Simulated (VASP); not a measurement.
# CsAg3 (Pm-3m) in VASP: further runs

Runs on CsAg3. Level: PBE. Tasks: single point.

All numbers are computed with VASP 6.6.1; they aren't measurements. Logs are shortened: lines on timing, memory, paths and dates and some standing lists are left out, and cuts for length are marked.

## (1) The cell of the first run

It takes space group Pm-3m (No. 221, cubic). Conventional cell: a = 4.668 Å, b = 4.668 Å, c = 4.668 Å, α = 90.00°, β = 90.00°, γ = 90.00°. Cs (site symmetry m-3m) has 12 Ag at 3.30 Å within 4.3 Å. Within 4.3 Å of Ag (site symmetry 4/mmm) lie 4 Cs at 3.30 Å and 8 Ag at 3.30 Å.

## (2) Single point, PBE

INCAR reads:

```
PREC = Accurate
ENCUT = 520
EDIFF = 1E-6
ISMEAR = 0
SIGMA = 0.1
LREAL = False
LASPH = True
NELM = 100
ALGO = Normal
ISIF = 2
LWAVE = False
LCHARG = False
GGA = PE
NBANDS = 29
```

KPOINTS reads:

```
Automatic mesh
0
Gamma
  4 4 4
```

POSCAR reads:

```
CsAg3
1.0
    4.6684426454      0.0000000000      0.0000000000
    0.0000000000      4.6684426454      0.0000000000
    0.0000000000      0.0000000000      4.6684426454
Cs Ag
1 3
Direct
    0.0000000000      0.0000000000      0.0000000000
    0.0000000000      0.5000000000      0.5000000000
    0.5000000000      0.0000000000      0.5000000000
    0.5000000000      0.5000000000      0.0000000000
```

Potentials or basis: VASP PAW PBE potentials, release 64 (Cs_sv, Ag).

The run is started by

```bash
> cat potpaw_PBE.64/Cs_sv/POTCAR potpaw_PBE.64/Ag/POTCAR > POTCAR
> mpirun -np 1 vasp_std > vasp.out
```

OUTCAR:

```text
PREC = Accurate
   ENCUT = 520
   EDIFF = 1E-6
   ISMEAR = 0
   LREAL = False
   LASPH = True
   NELM = 100
   ISIF = 2
   GGA = PE

 ion  position               nearest neighbor table
   1  0.000  0.000  0.000-   2 3.30   3 3.30   4 3.30   2 3.30   3 3.30   2 3.30   4 3.30   2 3.30
                             3 3.30   4 3.30   3 3.30   4 3.30
   2  0.000  0.500  0.500-   1 3.30   3 3.30   4 3.30   1 3.30   4 3.30   1 3.30   3 3.30   1 3.30
                             3 3.30   4 3.30   4 3.30   3 3.30
   3  0.500  0.000  0.500-   1 3.30   2 3.30   4 3.30   1 3.30   4 3.30   2 3.30   4 3.30   4 3.30
                             1 3.30   2 3.30   1 3.30   2 3.30
   4  0.500  0.500  0.000-   1 3.30   2 3.30   3 3.30   2 3.30   3 3.30   1 3.30   3 3.30   3 3.30
                             1 3.30   2 3.30   2 3.30   1 3.30

  LATTYP: Found a simple cubic cell.
 ALAT       =     4.6684426454

  Lattice vectors:

 A1 = (   4.6684426454,   0.0000000000,   0.0000000000)
 A2 = (   0.0000000000,   4.6684426454,   0.0000000000)
 A3 = (   0.0000000000,   0.0000000000,   4.6684426454)

Analysis of symmetry for initial positions (statically):
=====================================================================
 Subroutine PRICEL returns:
 Original cell was already a primitive cell.

 Routine SETGRP: Setting up the symmetry group for a
 simple cubic supercell.

 Subroutine GETGRP returns: Found 48 space group operations
 (whereof 48 operations were pure point group operations)
 out of a pool of 48 trial point group operations.

The static configuration has the point symmetry O_h .

Analysis of symmetry for dynamics (positions and initial velocities):
=====================================================================
 Subroutine PRICEL returns:
 Original cell was already a primitive cell.

 Routine SETGRP: Setting up the symmetry group for a
 simple cubic supercell.

 Subroutine GETGRP returns: Found 48 space group operations
 (whereof 48 operations were pure point group operations)
 out of a pool of 48 trial point group operations.

The dynamic configuration has the point symmetry O_h .

 Subroutine INISYM returns: Found 48 space group operations
 (whereof 48 operations are pure point group operations),
 and found     1 'primitive' translations

----------------------------------------------------------------------------------------

                                     Primitive cell

  volume of cell :     101.7457

  direct lattice vectors                    reciprocal lattice vectors
     4.668442645  0.000000000  0.000000000     0.214204195  0.000000000  0.000000000
     0.000000000  4.668442645  0.000000000     0.000000000  0.214204195  0.000000000
     0.000000000  0.000000000  4.668442645     0.000000000  0.000000000  0.214204195

  length of vectors
     4.668442645  4.668442645  4.668442645     0.214204195  0.214204195  0.214204195

  position of ions in fractional coordinates (direct lattice)
     0.000000000  0.000000000  0.000000000
     0.000000000  0.500000000  0.500000000
     0.500000000  0.000000000  0.500000000
     0.500000000  0.500000000  0.000000000

  ion indices of the primitive-cell ions
   primitive index   ion index
                 1           1
                 2           2
                 3           3
                 4           4

----------------------------------------------------------------------------------------

 KPOINTS: Automatic mesh

Automatic generation of k-mesh.
 Grid dimensions read from file:
 generate k-points for:    4    4    4

 Generating k-lattice:

  Cartesian coordinates                     Fractional coordinates (reciprocal lattice)
     0.053551049  0.000000000  0.000000000     0.250000000  0.000000000  0.000000000
     0.000000000  0.053551049  0.000000000     0.000000000  0.250000000  0.000000000
     0.000000000  0.000000000  0.053551049     0.000000000  0.000000000  0.250000000

  Length of vectors
     0.053551049  0.053551049  0.053551049

  Shift w.r.t. Gamma in fractional coordinates (k-lattice)
     0.000000000  0.000000000  0.000000000

 Subroutine IBZKPT returns following result:
 ===========================================

 Found     10 irreducible k-points:

 Following reciprocal coordinates:
            Coordinates               Weight
  0.000000  0.000000  0.000000      1.000000
  0.250000  0.000000  0.000000      6.000000
  0.500000  0.000000  0.000000      3.000000
  0.250000  0.250000  0.000000     12.000000
  0.500000  0.250000  0.000000     12.000000
  0.500000  0.500000  0.000000      3.000000
  0.250000  0.250000  0.250000      8.000000
  0.500000  0.250000  0.250000     12.000000
  0.500000  0.500000  0.250000      6.000000
  0.500000  0.500000  0.500000      1.000000
   k-points           NKPTS =     10   k-points in BZ     NKDIM =     10   number of bands    NBANDS=     29
   number of dos      NEDOS =    301   number of ions     NIONS =      4
   total plane-waves  NPLWV =  46656
   dimension x,y,z NGX =    36 NGY =   36 NGZ =   36
   dimension x,y,z NGXF=    72 NGYF=   72 NGZF=   72
   ions per type =               1   3
   NGX,Y,Z   is equivalent  to a cutoff of  12.82, 12.82, 12.82 a.u.
   NGXF,Y,Z  is equivalent  to a cutoff of  25.64, 25.64, 25.64 a.u.
 SYSTEM =  unknown system
   PREC   = accura    normal or accurate (medium, high low for compatibility)
   ISTART =      0    job   : 0-new  1-cont  2-samecut
   ICHARG =      2    charge: 1-file 2-atom 10-const
   ISPIN  =      1    spin polarized calculation?
   LNONCOLLINEAR =      F non collinear calculations
   LSORBIT =      F    spin-orbit coupling
   LASPH  =      T    aspherical Exc in radial PAW
   ENCUT  =  520.0 eV  38.22 Ry    6.18 a.u.   8.68  8.68  8.68*2*pi/ulx,y,z
   NELM   =    100;   NELMIN=  2; NELMDL= -5     # of ELM steps
   EDIFF  = 0.1E-05   stopping-criterion for ELM
   LREAL  =      F    real-space projection
[... 7 lines left out ...]
   TEBEG  =    0.0;   TEEND  =   0.0 temperature during run
   PSTRESS=    0.0 pullay stress
   NELECT =      42.0000    total number of electrons
   NUPDOWN=      -1.0000    fix difference up-down
   EMIN   =  10.00;   EMAX   =-10.00  energy-range for DOS
   EFERMI =   0.00;   METHOD = LEGACY
   ISMEAR =     0;   SIGMA  =   0.10  broadening in eV -4-tet -1-fermi 0-gaus
   EFERMI_NEDOS =   21; number of points for ismear=-14 and -15
   IALGO  =     38    algorithm
   IMIX   =      4    mixing-type and parameters
     AMIX     =   0.40;   BMIX     =  1.00
     AMIX_MAG =   1.60;   BMIX_MAG =  1.00
  volume/ion in A,a.u.               =      25.44       171.65
  Fermi-wavevector in a.u.,A,eV,Ry     =   1.218950  2.303482 20.216069  1.485839
  Thomas-Fermi vector in A             =   2.354219
   LORBIT       =      0    0 simple, 1 ext, 2 COOP (PROOUT), +10 PAW based schemes
   GGA     = PE    functional components
   LHFCALC =     F    Hartree Fock is set to
   AEXX    =    0.0000 exact exchange contribution
   IVDW    =     0    specifies the selected vdW correction
   LEPSILON=     F    determine dielectric tensor
   LRPA    =     F    only Hartree local field effects (RPA)
 non-spin polarized calculation
 Gauss-broadening in eV      SIGMA  =   0.10
  energy-cutoff  :      520.00
  volume of cell :      101.75
 maximum number of plane-waves:      2800
 NGX is ok and might be reduce to    36
   NGX = 17   NGY = 17   NGZ = 17

 number of electron      42.0000016 magnetization

 Free energy of the ion-electron system (eV)
  ---------------------------------------------------
  ext. energy  EPLUGINS =         0.00000000
  ---------------------------------------------------
  free energy    TOTEN  =        -6.58848221 eV

  energy without entropy =       -6.58222130  energy(sigma->0) =       -6.58535176

 E-fermi :   5.3217     XC(G=0): -10.2828

 val. band max:        5.2082193105   @ k =   0.5000   0.5000   0.0000
 cond. band min:       5.3825459648   @ k =   0.5000   0.5000   0.0000
 fundamental gap:      0.1743266543
 Fermi energy:         5.3216746459

 k-point     1 :       0.0000    0.0000    0.0000
  band No.  band energies     occupation
      1     -16.8461      2.00000
      2      -3.7922      2.00000
      3      -3.7922      2.00000
      4      -3.7922      2.00000
      5      -0.1380      2.00000
      6       0.0185      2.00000
[... 21 lines left out ...]
     28      11.8327      0.00000
     29      12.1721      0.00000

 k-point     2 :       0.2500    0.0000    0.0000
  band No.  band energies     occupation
      1     -16.8303      2.00000
      2      -4.2130      2.00000
      3      -3.8409      2.00000
      4      -3.8409      2.00000
      5       0.1235      2.00000
      6       0.1463      2.00000
[... 21 lines left out ...]
     28      10.8436      0.00000
     29      11.7635      0.00000

 k-point     3 :       0.5000    0.0000    0.0000
  band No.  band energies     occupation
      1     -16.8144      2.00000
      2      -4.5521      2.00000
      3      -3.8872      2.00000
      4      -3.8872      2.00000
      5       0.2545      2.00000
      6       0.3980      2.00000
[... 21 lines left out ...]
     28      11.3470      0.00000
     29      11.6957      0.00000

 k-point     4 :       0.2500    0.2500    0.0000
  band No.  band energies     occupation
      1     -16.8166      2.00000
      2      -4.2420      2.00000
      3      -4.1011      2.00000
      4      -3.8804      2.00000
      5       0.1983      2.00000
      6       0.3135      2.00000
[... 21 lines left out ...]
     28      12.1608      0.00000
     29      12.4961      0.00000

 k-point     5 :       0.5000    0.2500    0.0000
  band No.  band energies     occupation
      1     -16.8029      2.00000
      2      -4.4567      2.00000
      3      -4.1337      2.00000
      4      -3.9184      2.00000
      5       0.3591      2.00000
      6       0.4273      2.00000
[... 21 lines left out ...]
     28      11.5700      0.00000
     29      11.6421      0.00000

 k-point     6 :       0.5000    0.5000    0.0000
  band No.  band energies     occupation
      1     -16.7914      2.00000
      2      -4.3552      2.00000
      3      -4.3552      2.00000
      4      -3.9487      2.00000
      5       0.4094      2.00000
      6       0.4094      2.00000
[... 21 lines left out ...]
     28      11.7862      0.00000
     29      12.1999      0.00000

 k-point     7 :       0.2500    0.2500    0.2500
  band No.  band energies     occupation
      1     -16.8052      2.00000
      2      -4.2624      2.00000
      3      -4.0612      2.00000
      4      -4.0612      2.00000
      5       0.2269      2.00000
      6       0.2883      2.00000
[... 21 lines left out ...]
     28      11.6166      0.00000
     29      13.2375      0.00000

 k-point     8 :       0.5000    0.2500    0.2500
  band No.  band energies     occupation
      1     -16.7936      2.00000
      2      -4.3572      2.00000
      3      -4.1539      2.00000
      4      -4.0211      2.00000
      5       0.2634      2.00000
      6       0.4329      2.00000
[... 21 lines left out ...]
     28      12.1642      0.00000
     29      12.6116      0.00000

 k-point     9 :       0.5000    0.5000    0.2500
  band No.  band energies     occupation
      1     -16.7842      2.00000
      2      -4.2505      2.00000
      3      -4.2505      2.00000
      4      -4.0432      2.00000
      5       0.2569      2.00000
      6       0.2891      2.00000
[... 21 lines left out ...]
     28      12.7776      0.00000
     29      13.4342      0.00000

 k-point    10 :       0.5000    0.5000    0.5000
  band No.  band energies     occupation
      1     -16.7770      2.00000
      2      -4.1367      2.00000
      3      -4.1367      2.00000
      4      -4.1367      2.00000
      5       0.0822      2.00000
      6       0.0822      2.00000
[... 21 lines left out ...]
     28      12.7846      0.00000
     29      14.2843      0.00000

------------------------ aborting loop because EDIFF is reached ----------------------------------------

  FORCE on cell =-STRESS in cart. coord.  units (eV):
  Direction    XX          YY          ZZ          XY          YZ          ZX
  --------------------------------------------------------------------------------------
  -------------------------------------------------------------------------------------
  Total        1.8073486      1.8073486      1.8073486      0.0000000      0.0000000     -0.0000000
  in kB       28.4601002     28.4601002     28.4601002      0.0000000      0.0000000     -0.0000000
  external PRESSURE =      28.4601002 kB  Pullay stress =       0.0000000 kB

 VOLUME and BASIS-vectors are now :
 -----------------------------------------------------------------------------
  energy-cutoff  :      520.00
  volume of cell :      101.75
      direct lattice vectors                 reciprocal lattice vectors
     4.668442645  0.000000000  0.000000000     0.214204195  0.000000000  0.000000000
     0.000000000  4.668442645  0.000000000     0.000000000  0.214204195  0.000000000
     0.000000000  0.000000000  4.668442645     0.000000000  0.000000000  0.214204195

 POSITION                                       TOTAL-FORCE (eV/Angst)
 -----------------------------------------------------------------------------------
      0.00000      0.00000      0.00000         0.000000      0.000000      0.000000
      0.00000      2.33422      2.33422         0.000000      0.000000      0.000000
      2.33422      0.00000      2.33422         0.000000      0.000000      0.000000
      2.33422      2.33422      0.00000         0.000000      0.000000      0.000000
 -----------------------------------------------------------------------------------
    total drift:                                0.000000      0.000000      0.000000

  FREE ENERGIE OF THE ION-ELECTRON SYSTEM (eV)
  ---------------------------------------------------
  free  energy   TOTEN  =        -6.5884822080 eV

  energy  without entropy=       -6.5822213044  energy(sigma->0) =       -6.58535176
```

It took 19 s on 1 thread of Intel Xeon Platinum 8488C (Sapphire Rapids), shared host; peak memory 0.21 GiB.

What came out:

| Quantity | Value |
| --- | --- |
| Free energy | -6.5885 eV |
| Pressure | 2.8 GPa |
| Band gap on the k mesh | zero (bands 21 and 22 overlap by 1.73 eV) |

Caveat: spin-orbit coupling is left out, which moves the levels of the heavy elements.

## (3) Single point, PBE

This run uses another cell than the first one, of 28.47 Å³/atom.

INCAR reads:

```
PREC = Accurate
ENCUT = 520
EDIFF = 1E-7
ISMEAR = 0
SIGMA = 0.1
LREAL = False
LASPH = True
NELM = 60
ALGO = Fast
ISIF = 2
LWAVE = False
LCHARG = True
GGA = PE
LELF = True
LVHAR = True
NBANDS = 29
```

KPOINTS reads:

```
Automatic mesh
0
Gamma
  10 10 10
```

POSCAR reads:

```
CsAg3
1.0
    4.8470220931      0.0000000000      0.0000000000
    0.0000000000      4.8470220931      0.0000000000
    0.0000000000      0.0000000000      4.8470220931
Cs Ag
1 3
Direct
    0.0000000000      0.0000000000      0.0000000000
    0.0000000000      0.5000000000      0.5000000000
    0.5000000000      0.0000000000      0.5000000000
    0.5000000000      0.5000000000      0.0000000000
```

Potentials or basis: VASP PAW PBE potentials, release 64 (Cs_sv, Ag).

The run is started by

```bash
> cat potpaw_PBE.64/Cs_sv/POTCAR potpaw_PBE.64/Ag/POTCAR > POTCAR
> mpirun -np 1 vasp_std > vasp.out
```

Wall time 96 s (1 thread of Intel Xeon Platinum 8488C (Sapphire Rapids), shared host); peak memory 0.3 GiB.

The run converged. Its results:

| Item | Value |
| --- | --- |
| Free energy | -6.8218 eV |
| Pressure | 0.1 GPa |
| Band gap on the k mesh | zero (bands 21 and 22 overlap by 1.65 eV) |

Levels at points of the mesh, in eV from the Fermi level:
| k point | band 18 | band 19 | band 20 | band 21 | band 22 | band 23 | band 24 | band 25 |
| --- | --- | --- | --- | --- | --- | --- | --- | --- |
| (0.00, 0.00, 0.00) | -3.39 | -3.39 | -3.39 | 1.45 | 1.45 | 2.68 | 2.68 | 2.68 |
| (0.50, 0.00, 0.00) | -3.66 | -3.39 | -2.31 | -2.07 | 2.10 | 2.10 | 2.32 | 2.88 |
| (0.50, 0.50, 0.00) | -3.71 | -3.71 | -2.39 | -0.01 | -0.01 | 0.23 | 3.16 | 3.16 |
| (0.50, 0.50, 0.50) | -3.52 | -3.52 | -0.20 | -0.20 | -0.20 | 0.09 | 2.57 | 2.57 |

Caveat: spin-orbit coupling is left out, which moves the levels of the heavy elements.

## (4) Single point, PBE

This run uses another cell than the first one, of 28.47 Å³/atom.

INCAR reads:

```
SYSTEM = CsAg3
PREC = Accurate
ENCUT = 520
EDIFF = 1E-6
ISMEAR = 0
SIGMA = 0.1
LREAL = .False.
LASPH = .True.
NELM = 100
ALGO = Fast
ISIF = 2
LWAVE = .False.
LCHARG = .False.
GGA = PE
NBANDS = 29
```

KPOINTS reads:

```
regular mesh
0
Gamma
  10 10 10
  0 0 0
```

POSCAR is that of step 3.

The run is started by

```bash
> cat potpaw_PBE.64/Cs_sv/POTCAR potpaw_PBE.64/Ag/POTCAR > POTCAR
> mpirun -np 1 vasp_std > vasp.out
```

Run time: 78 s. Hardware: 1 thread of Intel Xeon Platinum 8488C (Sapphire Rapids), shared host; peak memory 0.31 GiB.

It converged, with:

- Free energy: -6.8218 eV
- Pressure: 0.1 GPa
- Band gap on the k mesh: zero (bands 21 and 22 overlap by 1.65 eV)

Levels at points of the mesh, in eV from the Fermi level:
```tsv
k point	band 19	band 20	band 21	band 22	band 23	band 24
(0.00, 0.00, 0.00)	-3.39	-3.39	1.45	1.45	2.68	2.68
(0.50, 0.00, 0.00)	-3.39	-2.31	-2.07	2.10	2.10	2.32
(0.50, 0.50, 0.00)	-3.71	-2.39	-0.01	-0.01	0.23	3.16
(0.50, 0.50, 0.50)	-3.52	-0.20	-0.20	-0.20	0.09	2.57
```

Caveat: spin-orbit coupling is left out, which moves the levels of the heavy elements.

The gap in the log of VASP goes by the Fermi energy; the results here count the filled bands.